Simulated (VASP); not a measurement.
Runs of VASP 6.6.1 on ZnCl4. The structure is that of space group P6/mmm (No. 191), or close to it. The cells are those of the table. 

```csv
task,cell,k mesh,cutoff (eV),smearing,gap on the mesh (eV),pressure (GPa),relaxed volume (Å³/atom),largest force (eV/Å)
single point,"a = 7.076, b = 7.076, c = 6.106 Å, angles 90.0, 90.0, 120.0°, 5 atoms",3 × 3 × 4,520,gaussian 0.1 eV,(a),-0.2,-,0.18
single point,"a = 4.821, b = 4.821, c = 7.798 Å, angles 90.0, 90.0, 120.0°, 5 atoms",6 × 6 × 2,520,gaussian 0.1 eV,none,6.2,-,0.03
single point,"a = 7.076, b = 7.076, c = 6.106 Å, angles 90.0, 90.0, 120.0°, 5 atoms",6 × 6 × 6,520,gaussian 0.02 eV,1.02,-0.2,-,0.18
relaxation of cell and atoms,"relaxed from a = 6.727, b = 6.727, c = 6.235 Å, angles 90.0, 90.0, 120.0°, 5 atoms",3 × 3 × 4,600,gaussian 0.1 eV,1.16,0.1,49.59,-
relaxation of cell and atoms,"relaxed from a = 4.821, b = 4.821, c = 7.798 Å, angles 90.0, 90.0, 120.0°, 5 atoms",6 × 6 × 2,600,gaussian 0.1 eV,1.61,-0.1,(b),0.01
single point,"a = 6.727, b = 6.727, c = 6.235 Å, angles 90.0, 90.0, 120.0°, 5 atoms",6 × 6 × 2,520,gaussian 0.1 eV,1.04,-0.1,-,0.22
```

Alike in all rows: level PBE; potentials or basis VASP PAW PBE potentials, release 64 (Zn, Cl); no spin polarisation.

**Question.** Estimate the missing entries.

**Answer.** (a) 1.05; (b) 60.67.

Caveats: some runs use coarse meshes; the volume moved by over 15 % at a fixed basis, so the end points are rough (some runs).

A k mesh can miss the band edges.

A gap of «none» marks levels without a gap at the run's occupations.
